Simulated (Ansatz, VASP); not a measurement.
NaI in VASP and in Ansatz

File POSCAR:

```
NaI
1.0
    0.0000000000      3.2578337372      3.2578337372
    3.2578337372      0.0000000000      3.2578337372
    3.2578337372      3.2578337372      0.0000000000
I Na
1 1
Direct
    0.5000000000      0.5000000000      0.5000000000
    0.0000000000      0.0000000000      0.0000000000
```

INCAR.step1

```
ALGO = Normal ; EDIFF = 1E-5
ENCUT = 520 ; GGA = PE
ISIF = 2 ; ISMEAR = -1
LASPH = T ; LCHARG = F
LREAL = F ; LWAVE = T
NBANDS = 14 ; NELM = 60
PREC = Accurate ; SIGMA = 0.05
```

INCAR.step2

```
ALGO = Normal ; EDIFF = 1E-6
ENCUT = 520 ; GGA = PE
HFSCREEN = 0.2079 ; ISIF = 2
ISMEAR = -1 ; ISTART = 1
LASPH = T ; LCHARG = F
LHFCALC = T ; LREAL = F
LWAVE = F ; NBANDS = 14
NELM = 60 ; PREC = Accurate
PRECFOCK = Normal ; SIGMA = 0.05
```

The input KPOINTS:

```
k-points
0
Gamma
  4 4 4
```

The input input:

```
crystal:
  lattice:
    - [0.0, 3.2578337372, 3.2578337372]
    - [3.2578337372, 0.0, 3.2578337372]
    - [3.2578337372, 3.2578337372, 0.0]
  atoms:
    - { symbol: I, position: [0.5, 0.5, 0.5] }
    - { symbol: Na, position: [0.0, 0.0, 0.0] }
hamiltonian:
  xc: hse06
  pseudopotentials: { kind: paw }
kpoints:
  mp_grid: { grid: [4, 4, 4] }
scf:
  occupations: { method: fermi_dirac, width: 0.05 }
output:
  forces: true
  stress: true
  eigenvalues: true
  write_density: true
  write_potential: true
  elf: true
  volumetric_format: npy
```

Alike in both runs: task single point; functional HSE06; k mesh 4 × 4 × 4; occupations fermi-dirac, width 0.05 eV; no spin polarisation.

|  | VASP | Ansatz |
| --- | --- | --- |
| version | VASP 6.6.1 | Ansatz 0.2.0 |
| potentials or method | VASP PAW PBE potentials, release 64 (I, Na_pv) | Ansatz PAW |
| plane-wave cutoff (eV) | 520 | 420 |
| valence electrons in the cell | 14 | 26 |

```csv
,VASP,Ansatz,Ansatz less VASP
gap on the k mesh at the Fermi level (eV),4.60,4.62,+0.021
least direct gap on the mesh (eV),4.60,4.62,+0.021
pressure (GPa),-0.1,-0.2,0.00
```

With one functional, cell and mesh, what is left measures potentials, basis and numerics. VASP's potentials hold 14 valence electrons a cell and Ansatz's 26, so a difference there can come from the potentials and not from the codes.

Neither program's run includes spin-orbit coupling.
